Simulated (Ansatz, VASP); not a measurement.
Os: VASP beside Ansatz

```
Os
1.0
    -1.36323    1.36323    1.92794
     1.36323   -1.36323    1.92794
     1.36323    1.36323   -1.92794
Os
1
Direct
  0.50000 0.50000 0.00000
```

Alike in both runs: functional PBE; k mesh 28 × 28 × 28; occupations gaussian, width 0.1 eV; no spin polarisation.

Ansatz relaxed the structure, and its values are those at the end. VASP's run is a single point on that final structure, the one shown.

|  | VASP | Ansatz |
| --- | --- | --- |
| version | VASP 6.6.1 | Ansatz 0.2.0 |
| potentials or method | VASP PAW PBE potentials, release 64 (Os), cutoff 520 eV | scalar-relativistic, plane waves, PAW |
| valence electrons in the cell | 8 | 16 |

Ansatz gave:

- gap on the k mesh at the Fermi level (eV): none
- pressure (GPa): 0.0

Q: Which values does VASP return?

A: gap on the k mesh at the Fermi level (eV): none; pressure (GPa): -0.1.

A gap of «none» marks a metal or a gap that the smearing closes. The functional is the same, so the differences come from potentials, cutoffs and numerics. VASP's potentials hold 8 valence electrons a cell and Ansatz's 16, so a difference there can come from the potentials and not from the codes.

Neither program's run includes spin-orbit coupling.
